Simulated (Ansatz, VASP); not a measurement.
## Two plane-wave programs on OsSe

Contents of POSCAR:

```
OsSe
1.0
    0.0000000000      2.7164248054      2.7164248054
    2.7164248054      0.0000000000      2.7164248054
    2.7164248054      2.7164248054      0.0000000000
Os Se
1 1
Direct
    0.0000000000      0.0000000000      0.0000000000
    0.2500000000      0.2500000000      0.2500000000
```

File INCAR.step1:

```
SYSTEM = OsSe
ALGO     = Normal         ! electronic algorithm
EDIFF    = 1E-4           ! SCF threshold, eV
ENCUT    = 520            ! plane-wave cutoff, eV
GGA      = PE             ! functional
ISMEAR   = 0              ! smearing method
ISPIN    = 2              ! spin polarisation
LASPH    = .TRUE.         ! aspherical terms in the spheres
LCHARG   = .FALSE.        ! write CHGCAR
LMAXMIX  = 4              ! l up to which the mixer works
LREAL    = .FALSE.        ! projectors in reciprocal space
LWAVE    = .TRUE.         ! write WAVECAR
MAGMOM   = 0.11 0         ! initial moments
NBANDS   = 18             ! bands
NELM     = 150            ! most SCF steps
PREC     = Accurate       ! precision mode
SIGMA    = 0.05           ! smearing width, eV
```

The input INCAR.step2:

```
SYSTEM = OsSe
ALGO     = Normal         ! electronic algorithm
EDIFF    = 1E-6           ! SCF threshold, eV
ENCUT    = 520            ! plane-wave cutoff, eV
ISIF     = 2              ! what is computed and relaxed
ISMEAR   = 0              ! smearing method
ISPIN    = 2              ! spin polarisation
ISTART   = 1            
LASPH    = .TRUE.         ! aspherical terms in the spheres
LCHARG   = .TRUE.         ! write CHGCAR
LELF     = .TRUE.         ! ELF
LMAXMIX  = 4              ! l up to which the mixer works
LMIXTAU  = .TRUE.       
LORBIT   = 11             ! projections on sites
LREAL    = .FALSE.        ! projectors in reciprocal space
LVHAR    = .TRUE.       
LWAVE    = .FALSE.        ! write WAVECAR
MAGMOM   = 0.11 0         ! initial moments
METAGGA  = R2SCAN         ! meta-GGA
NBANDS   = 18             ! bands
NELM     = 150            ! most SCF steps
PREC     = Accurate       ! precision mode
SIGMA    = 0.05           ! smearing width, eV
```

KPOINTS

```
k-points
0
G
  10 10 10
  0 0 0
```

Input for Ansatz:

```yaml
crystal:
  lattice:
    - [0.0, 2.7164248054, 2.7164248054]
    - [2.7164248054, 0.0, 2.7164248054]
    - [2.7164248054, 2.7164248054, 0.0]
  atoms:
    - { symbol: Os, position: [0.0, 0.0, 0.0], spin: 0.11 }
    - { symbol: Se, position: [0.25, 0.25, 0.25] }
basis:
  ecutwfc: 500
  ecutrho_ratio: 4
kpoints:
  mp_grid: { grid: [10, 10, 10] }
hamiltonian:
  xc: r2scan
scf:
  occupations: { method: gaussian, width: 0.05 }
output:
  forces: true
  stress: true
  eigenvalues: true
  populations: true
magnetization:
  spin_polarized: true
```

Alike in both runs: task single point; functional r2SCAN; k mesh 10 × 10 × 10; occupations gaussian, width 0.05 eV; collinear spin.

|  | VASP | Ansatz |
| --- | --- | --- |
| version | VASP 6.6.1 | Ansatz 0.2.0 |
| potentials or method | VASP PAW PBE potentials, release 64 (Os, Se), cutoff 520 eV | scalar-relativistic, plane waves, PAW |
| valence electrons in the cell | 14 | 32 |

|  | VASP | Ansatz | Ansatz less VASP |
| --- | --- | --- | --- |
| gap on the k mesh at the Fermi level (eV) | none | none | - |
| pressure (GPa) | 4.0 | 3.2 | -0.81 |
| net moment per atom (μB) | 0.06 | 0.06 | +0.001 |
| size of the moment on the site where the two differ most (μB) | 0.12 | 0.09 | -0.025 |

VASP's potentials were made for PBE, not for r2SCAN. Site moments also hang on the region over which each program counts them. A gap of «none» marks a metal or a gap that the smearing closes. The functional is the same, so the differences come from potentials, cutoffs and numerics. VASP's potentials hold 14 valence electrons a cell and Ansatz's 32, so a difference there can come from the potentials and not from the codes. Ansatz's warnings: stability check not made.

Neither program's run includes spin-orbit coupling.
